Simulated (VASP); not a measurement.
A run of VASP 6.6.1:

File POSCAR:

```
NaF
1.0
    0.0000000000      2.2972433055      2.2972433055
    2.2972433055      0.0000000000      2.2972433055
    2.2972433055      2.2972433055      0.0000000000
Na F
1 1
Direct
    0.0000000000      0.0000000000      0.0000000000
    0.5000000000      0.5000000000      0.5000000000
```

File INCAR.step1:

```
SYSTEM = NaF
PREC = Accurate ; ENCUT = 520
ISMEAR = -1 ; SIGMA = 0.02
LREAL = .False. ; LASPH = .True.
NELM = 60 ; NBANDS = 14
GGA = PE ; ALGO = Normal
EDIFF = 1E-4 ; LWAVE = .True.
LCHARG = .False.
```

INCAR.step2

```
SYSTEM = NaF
PREC = Accurate ; ENCUT = 520
EDIFF = 1E-6 ; ISMEAR = -1
SIGMA = 0.02 ; LREAL = .False.
LASPH = .True. ; NELM = 60
ALGO = Normal ; ISIF = 2
LWAVE = .False. ; LCHARG = .False.
METAGGA = R2SCAN ; LMIXTAU = .True.
NBANDS = 14 ; ISTART = 1
```

The input KPOINTS:

```
Automatic mesh
0
Gamma
  8 8 8
  0 0 0
```

Potentials or basis: VASP PAW PBE potentials, release 64 (Na_pv, F).

Launch:

```sh
$ cat potpaw_PBE.64/Na_pv/POTCAR potpaw_PBE.64/F/POTCAR > POTCAR
$ cp INCAR.step1 INCAR
$ mpirun -np 1 vasp_std > vasp.out
$ cp INCAR.step2 INCAR
$ mpirun -np 1 vasp_std > vasp.out
```

Hardware: 1 thread of Intel Xeon 6975P-C, on a shared host.

**Question.** How long does it take, and how much memory?

**Answer.** It took 22 s on 1 thread of Intel Xeon 6975P-C, with other jobs on the host, peak memory 0.14 GiB. Counts: k points 29.
